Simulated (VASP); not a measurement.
**C: single point with LDA**

C:

```xyz
1
Lattice="1.7673 0.0000 0.0000 0.0000 1.7673 0.0000 0.0000 0.0000 1.7673" Properties=species:S:1:pos:R:3 pbc="T T T"
C     0.0000    0.0000    0.0000
```

This cell differs from its parent crystal: volume scaled by 1.04.

```yaml
Program: VASP 6.6.1
Task: single point
Functional: LDA
Potentials_or_basis: VASP PAW LDA potentials, release 64 (C)
Cutoff: 520 eV
k_mesh: 20 × 20 × 20
Occupations: fermi-dirac, width 0.1 eV
Spin: no spin polarisation
```

```yaml
Pressure: -9.4 GPa
Band_gap_on_the_k_mesh: zero (band 2 reaches 20.35 eV, above the bottom of band 3 at 8.60 eV)
```

Levels at points of the mesh, in eV from the Fermi level:
| k point | band 1 | band 2 | band 3 | band 4 | band 5 | band 6 |
| --- | --- | --- | --- | --- | --- | --- |
| (0.00, 0.00, 0.00) | -22.08 | 9.33 | 9.33 | 9.33 | 25.77 | 25.77 |
| (0.50, 0.00, 0.00) | -12.47 | -12.28 | 12.64 | 12.64 | 29.56 | 33.72 |
| (0.50, 0.50, 0.00) | -6.07 | -6.07 | -2.42 | 8.11 | 15.30 | 41.72 |
| (0.50, 0.50, 0.50) | -0.98 | -0.98 | -0.98 | 9.07 | 17.57 | 17.57 |

Wall time 7.4 s on 1 thread of Intel Xeon 8259CL, with other jobs on the host, peak memory 0.11 GiB.
